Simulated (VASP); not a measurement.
# Bi2S3 (Pnma) in VASP: electric field gradients with PBE

Aim: the electric field gradients of Bi2S3 with PBE.

Program: VASP 6.6.1. These are calculated values, not measurements. Logs are shortened: lines on timing, memory, paths and dates and some standing lists are left out, and cuts for length are marked.

**1. The cell of the first run**

Symmetry: Pnma, No. 62, orthorhombic system. Conventional cell: a = 11.345 Å, b = 3.994 Å, c = 11.193 Å, α = 90.00°, β = 90.00°, γ = 90.00°. Bi (site symmetry m) has 7 S at 2.67 to 3.41 Å within 3.5 Å. Bi (site symmetry m) has 7 S at 2.60 to 3.34 Å within 3.4 Å. Within 3.7 Å of S (site symmetry m) lie 4 Bi at 2.70 to 3.41 Å and 5 S at 3.36 to 3.69 Å. S (site symmetry m) has 5 Bi at 2.60 to 3.07 Å within 3.4 Å. S (site symmetry m) has 5 Bi at 2.67 to 3.34 Å and 6 S at 3.36 to 3.79 Å within 3.8 Å.

**2. Electric field gradients, PBE**

INCAR reads:

```
PREC     = Accurate       # precision mode
ENCUT    = 520            # plane-wave cutoff, eV
EDIFF    = 1E-8           # SCF threshold, eV
ISMEAR   = -1             # smearing method
SIGMA    = 0.02           # smearing width, eV
LREAL    = Auto         
LASPH    = T              # aspherical terms in the spheres
NELM     = 100            # most SCF steps
ALGO     = Normal         # electronic algorithm
ISIF     = 2              # what is computed and relaxed
LWAVE    = F              # write WAVECAR
LCHARG   = F              # write CHGCAR
GGA      = PE             # functional
LEFG     = T            
NBANDS   = 112            # bands
KPAR     = 4
```

KPOINTS reads:

```
Automatic mesh
0
Gamma
  3 7 3
```

POSCAR reads:

```
Bi2S3
1.0
   11.3450000000      0.0000000000      0.0000000000
    0.0000000000      3.9940000000      0.0000000000
    0.0000000000      0.0000000000     11.1930000000
Bi S
8 12
Direct
    0.4835000000      0.2500000000      0.3257000000
    0.0165000000      0.7500000000      0.8257000000
    0.9835000000      0.2500000000      0.1743000000
    0.5165000000      0.7500000000      0.6743000000
    0.3407000000      0.7500000000      0.0339000000
    0.1593000000      0.2500000000      0.5339000000
    0.8407000000      0.7500000000      0.4661000000
    0.6593000000      0.2500000000      0.9661000000
    0.2835000000      0.2500000000      0.1943000000
    0.2165000000      0.7500000000      0.6943000000
    0.7835000000      0.2500000000      0.3057000000
    0.7165000000      0.7500000000      0.8057000000
    0.5495000000      0.7500000000      0.1286000000
    0.9505000000      0.2500000000      0.6286000000
    0.0495000000      0.7500000000      0.3714000000
    0.4505000000      0.2500000000      0.8714000000
    0.3767000000      0.7500000000      0.4414000000
    0.1233000000      0.2500000000      0.9414000000
    0.8767000000      0.7500000000      0.0586000000
    0.6233000000      0.2500000000      0.5586000000
```

Potentials or basis: VASP PAW PBE potentials, release 64 (Bi_d, S).

Launch:

```
cat potpaw_PBE.64/Bi_d/POTCAR potpaw_PBE.64/S/POTCAR > POTCAR
mpirun -np 4 vasp_std > vasp.out
```

OUTCAR:

```text
PREC = Accurate
   ENCUT = 520
   EDIFF = 1E-8
   ISMEAR = -1
   LREAL = Auto
   LASPH = T
   NELM = 100
   ISIF = 2
   GGA = PE

 ion  position               nearest neighbor table
   1  0.483  0.250  0.326-  17 2.67  17 2.67   9 2.70  20 3.05  13 3.07  13 3.07
   2  0.017  0.750  0.826-  18 2.67  18 2.67  10 2.70  19 3.05  14 3.07  14 3.07
   3  0.983  0.250  0.174-  19 2.67  19 2.67  11 2.70  18 3.05  15 3.07  15 3.07
   4  0.517  0.750  0.674-  20 2.67  20 2.67  12 2.70  17 3.05  16 3.07  16 3.07
   5  0.341  0.750  0.034-  13 2.60   9 2.76   9 2.76  16 2.97  16 2.97  18 3.34  18 3.34
   6  0.159  0.250  0.534-  14 2.60  10 2.76  10 2.76  15 2.97  15 2.97  17 3.34  17 3.34
   7  0.841  0.750  0.466-  15 2.60  11 2.76  11 2.76  14 2.97  14 2.97  20 3.34  20 3.34
   8  0.659  0.250  0.966-  16 2.60  12 2.76  12 2.76  13 2.97  13 2.97  19 3.34  19 3.34
   9  0.283  0.250  0.194-   1 2.70   5 2.76   5 2.76
  10  0.217  0.750  0.694-   2 2.70   6 2.76   6 2.76
  11  0.783  0.250  0.306-   3 2.70   7 2.76   7 2.76
  12  0.717  0.750  0.806-   4 2.70   8 2.76   8 2.76
  13  0.550  0.750  0.129-   5 2.60   8 2.97   8 2.97   1 3.07   1 3.07
  14  0.950  0.250  0.629-   6 2.60   7 2.97   7 2.97   2 3.07   2 3.07
  15  0.050  0.750  0.371-   7 2.60   6 2.97   6 2.97   3 3.07   3 3.07
  16  0.450  0.250  0.871-   8 2.60   5 2.97   5 2.97   4 3.07   4 3.07
  17  0.377  0.750  0.441-   1 2.67   1 2.67   4 3.05   6 3.34   6 3.34
  18  0.123  0.250  0.941-   2 2.67   2 2.67   3 3.05   5 3.34   5 3.34
  19  0.877  0.750  0.059-   3 2.67   3 2.67   2 3.05   8 3.34   8 3.34
  20  0.623  0.250  0.559-   4 2.67   4 2.67   1 3.05   7 3.34   7 3.34

  LATTYP: Found a simple orthorhombic cell.
 ALAT       =     3.9940000000
 B/A-ratio  =     2.8024536805
 C/A-ratio  =     2.8405107661

  Lattice vectors:

 A1 = (   0.0000000000,   3.9940000000,   0.0000000000)
 A2 = (   0.0000000000,   0.0000000000,  11.1930000000)
 A3 = (  11.3450000000,   0.0000000000,   0.0000000000)

Analysis of symmetry for initial positions (statically):
=====================================================================
 Subroutine PRICEL returns:
 Original cell was already a primitive cell.

 Routine SETGRP: Setting up the symmetry group for a
 simple orthorhombic supercell.

 Subroutine GETGRP returns: Found  8 space group operations
 (whereof  2 operations were pure point group operations)
 out of a pool of  8 trial point group operations.

The static configuration has the point symmetry S_2 .
 The point group associated with its full space group is D_2h.

Analysis of symmetry for dynamics (positions and initial velocities):
=====================================================================
 Subroutine PRICEL returns:
 Original cell was already a primitive cell.

 Routine SETGRP: Setting up the symmetry group for a
 simple orthorhombic supercell.

 Subroutine GETGRP returns: Found  8 space group operations
 (whereof  2 operations were pure point group operations)
 out of a pool of  8 trial point group operations.

The dynamic configuration has the point symmetry S_2 .
 The point group associated with its full space group is D_2h.

 Subroutine INISYM returns: Found  8 space group operations
 (whereof  2 operations are pure point group operations),
 and found     1 'primitive' translations

----------------------------------------------------------------------------------------

                                     Primitive cell

  volume of cell :     507.1764

  direct lattice vectors                    reciprocal lattice vectors
    11.345000000  0.000000000  0.000000000     0.088144557  0.000000000  0.000000000
     0.000000000  3.994000000  0.000000000     0.000000000  0.250375563  0.000000000
     0.000000000  0.000000000 11.193000000     0.000000000  0.000000000  0.089341553

  length of vectors
    11.345000000  3.994000000 11.193000000     0.088144557  0.250375563  0.089341553

  position of ions in fractional coordinates (direct lattice)
[... 112 lines left out ...]
   ISIF   =      2    stress and relaxation
   ISYM   =      2    0-nonsym 1-usesym 2-fastsym
   POTIM  = 0.5000    time-step for ionic-motion
   TEBEG  =    0.0;   TEEND  =   0.0 temperature during run
   PSTRESS=    0.0 pullay stress
   NELECT =     192.0000    total number of electrons
   NUPDOWN=      -1.0000    fix difference up-down
   EMIN   =  10.00;   EMAX   =-10.00  energy-range for DOS
   EFERMI =   0.00;   METHOD = LEGACY
   ISMEAR =    -1;   SIGMA  =   0.02  broadening in eV -4-tet -1-fermi 0-gaus
   EFERMI_NEDOS =   21; number of points for ismear=-14 and -15
   IALGO  =     38    algorithm
   IMIX   =      4    mixing-type and parameters
     AMIX     =   0.40;   BMIX     =  1.00
     AMIX_MAG =   1.60;   BMIX_MAG =  1.00
  volume/ion in A,a.u.               =      25.36       171.13
  Fermi-wavevector in a.u.,A,eV,Ry     =   1.184283  2.237971 19.082533  1.402527
  Thomas-Fermi vector in A             =   2.320501
   LORBIT       =      0    0 simple, 1 ext, 2 COOP (PROOUT), +10 PAW based schemes
   GGA     = PE    functional components
   LHFCALC =     F    Hartree Fock is set to
   AEXX    =    0.0000 exact exchange contribution
   IVDW    =     0    specifies the selected vdW correction
   LEPSILON=     F    determine dielectric tensor
   LRPA    =     F    only Hartree local field effects (RPA)
 non-spin polarized calculation
  energy-cutoff  :      520.00
  volume of cell :      507.18
 maximum number of plane-waves:     13698
   NGX = 43   NGY = 15   NGZ = 41

 number of electron     192.0000029 magnetization

 Free energy of the ion-electron system (eV)
  ---------------------------------------------------
  ext. energy  EPLUGINS =         0.00000000
  ---------------------------------------------------
  free energy    TOTEN  =       -87.51692854 eV

  energy without entropy =      -87.51692854  energy(sigma->0) =      -87.51692854

 E-fermi :   5.6042     XC(G=0):  -9.6549

 val. band max:        5.1191327721   @ k =   0.3333   0.0000   0.0000
 cond. band min:       6.5191623856   @ k =   0.0000   0.0000   0.0000
 fundamental gap:      1.4000296135
 Fermi energy:         5.6042319584

 k-point     1 :       0.0000    0.0000    0.0000
  band No.  band energies     occupation
      1     -17.4236      2.00000
      2     -17.4224      2.00000
      3     -17.4187      2.00000
      4     -17.4181      2.00000
      5     -17.4164      2.00000
      6     -17.4143      2.00000
[... 1765 lines left out ...]
    107       8.7268      0.00000
    108       8.9199      0.00000
 [bands above 108 left out]

------------------------ aborting loop because EDIFF is reached ----------------------------------------

  FORCE on cell =-STRESS in cart. coord.  units (eV):
  Direction    XX          YY          ZZ          XY          YZ          ZX
  --------------------------------------------------------------------------------------
  -------------------------------------------------------------------------------------
  Total        5.8619468      4.4608980      3.4100276      0.0000000     -0.0000000      0.0000000
  in kB       18.5179705     14.0920382     10.7723243      0.0000000     -0.0000000      0.0000000
  external PRESSURE =      14.4607777 kB  Pullay stress =       0.0000000 kB

 VOLUME and BASIS-vectors are now :
 -----------------------------------------------------------------------------
  energy-cutoff  :      520.00
  volume of cell :      507.18
      direct lattice vectors                 reciprocal lattice vectors
    11.345000000  0.000000000  0.000000000     0.088144557  0.000000000  0.000000000
     0.000000000  3.994000000  0.000000000     0.000000000  0.250375563  0.000000000
     0.000000000  0.000000000 11.193000000     0.000000000  0.000000000  0.089341553

 POSITION                                       TOTAL-FORCE (eV/Angst)
 -----------------------------------------------------------------------------------
      5.48531      0.99850      3.64556         0.148939     -0.000000     -0.066494
      0.18719      2.99550      9.24206        -0.148939      0.000000     -0.066494
     11.15781      0.99850      1.95094         0.148939      0.000000      0.066494
      5.85969      2.99550      7.54744        -0.148939     -0.000000      0.066494
      3.86524      2.99550      0.37944        -0.149934     -0.000000     -0.033051
      1.80726      0.99850      5.97594         0.149934     -0.000000     -0.033051
[... 12 lines left out ...]
      9.94616      2.99550      0.65591        -0.038210     -0.000000     -0.184239
      7.07134      0.99850      6.25241         0.038210      0.000000     -0.184239
 -----------------------------------------------------------------------------------
    total drift:                                0.000000      0.000000      0.000000

  FREE ENERGIE OF THE ION-ELECTRON SYSTEM (eV)
  ---------------------------------------------------
  free  energy   TOTEN  =       -87.5169285390 eV

  energy  without entropy=      -87.5169285390  energy(sigma->0) =      -87.51692854

 Electric field gradients (V/A^2)
---------------------------------------------------------------------
 ion       V_xx      V_yy      V_zz      V_xy      V_xz      V_yz
---------------------------------------------------------------------
   1     -95.160    -6.494   101.654     0.000    12.364     0.000
   2     -95.160    -6.494   101.654     0.000   -12.364     0.000
   3     -95.160    -6.494   101.654    -0.000   -12.364    -0.000
   4     -95.160    -6.494   101.654     0.000    12.364     0.000
   5     -94.423   117.957   -23.534    -0.000  -176.506    -0.000
   6     -94.423   117.957   -23.534    -0.000   176.506    -0.000
[... 12 lines left out ...]
  19     -39.443    57.663   -18.220     0.000    61.509    -0.000
  20     -39.443    57.663   -18.220    -0.000   -61.509     0.000
---------------------------------------------------------------------

 Electric field gradients after diagonalization (V/A^2)
 (convention: |V_zz| > |V_xx| > |V_yy|)
----------------------------------------------------------------------
 ion       V_xx      V_yy      V_zz     asymmetry (V_yy - V_xx)/ V_zz
----------------------------------------------------------------------
   1     -95.934    -6.494   102.427       0.873
   2     -95.934    -6.494   102.427       0.873
   3     -95.934    -6.494   102.427       0.873
   4     -95.934    -6.494   102.427       0.873
   5     121.051   117.957  -239.008       0.013
   6     121.051   117.957  -239.008       0.013
[... 12 lines left out ...]
  19      57.663    33.586   -91.249       0.264
  20      57.663    33.586   -91.249       0.264
----------------------------------------------------------------------

           NMR quadrupolar parameters

 Cq : quadrupolar parameter    Cq=e*Q*V_zz/h
 eta: asymmetry parameters     (V_yy - V_xx)/ V_zz
 Q  : nuclear electric quadrupole moment in mb (millibarn)
----------------------------------------------------------------------
 ion       Cq(MHz)       eta       Q (mb)
----------------------------------------------------------------------
   1       0.248       0.873       1.000
   2       0.248       0.873       1.000
   3       0.248       0.873       1.000
   4       0.248       0.873       1.000
   5      -0.578       0.013       1.000
   6      -0.578       0.013       1.000
[... 12 lines left out ...]
  19      -0.221       0.264       1.000
  20      -0.221       0.264       1.000
----------------------------------------------------------------------
```

Run time: 25 min. Hardware: 4 MPI ranks of AMD EPYC, shared host; peak memory 0.86 GiB.

What came out:

- Free energy: -87.5169 eV
- Pressure: 1.4 GPa
- Largest force: 0.188 eV/Å
- Band gap on the k mesh: 1.40 eV (least direct gap 1.49 eV)
- Largest electric field gradient by atom: Bi +102.4, -239.0 (each value once); S -23.9, +46.4, -91.2 (each value once) V/Å²

Forces on the atoms (eV/Å):
```
Bi   0.149  0.000 -0.066
Bi  -0.149  0.000 -0.066
Bi   0.149  0.000  0.066
Bi  -0.149  0.000  0.066
Bi  -0.150  0.000 -0.033
Bi   0.150  0.000 -0.033
Bi  -0.150  0.000  0.033
Bi   0.150  0.000  0.033
S    0.003  0.000 -0.126
S   -0.003  0.000 -0.126
S    0.003  0.000  0.126
S   -0.003  0.000  0.126
S    0.129  0.000  0.069
S   -0.129  0.000  0.069
S    0.129  0.000 -0.069
S   -0.129  0.000 -0.069
S   -0.038  0.000  0.184
S    0.038  0.000  0.184
S   -0.038  0.000 -0.184
S    0.038  0.000 -0.184
```

Levels at points of the mesh, in eV from the valence-band top:
```csv
k point,band 92,band 93,band 94,band 95,band 96,band 97,band 98,band 99,band 100,band 101
"(0.00, 0.00, 0.00)",-0.44,-0.23,-0.22,-0.16,-0.11,1.40,1.73,1.87,2.13,2.47
```

Electric field gradients, principal values (V/Å²):
```csv
atom,least,middle,greatest (by size)
1 Bi,-6.494,-95.934,102.427
2 Bi,-6.494,-95.934,102.427
3 Bi,-6.494,-95.934,102.427
4 Bi,-6.494,-95.934,102.427
5 Bi,117.957,121.051,-239.008
6 Bi,117.957,121.051,-239.008
7 Bi,117.957,121.051,-239.008
8 Bi,117.957,121.051,-239.008
9 S,5.704,18.209,-23.913
10 S,5.704,18.209,-23.913
11 S,5.704,18.209,-23.913
12 S,5.704,18.209,-23.913
13 S,-3.687,-42.746,46.432
14 S,-3.687,-42.746,46.432
15 S,-3.687,-42.746,46.432
16 S,-3.687,-42.746,46.432
17 S,33.586,57.663,-91.249
18 S,33.586,57.663,-91.249
19 S,33.586,57.663,-91.249
20 S,33.586,57.663,-91.249
```

Caveat: without QUAD_EFG the Cq values of the log hold for a quadrupole moment of 1 mb, not for the nuclei; spin-orbit coupling is left out, which moves the levels of the heavy elements. A k mesh can miss the band edges.
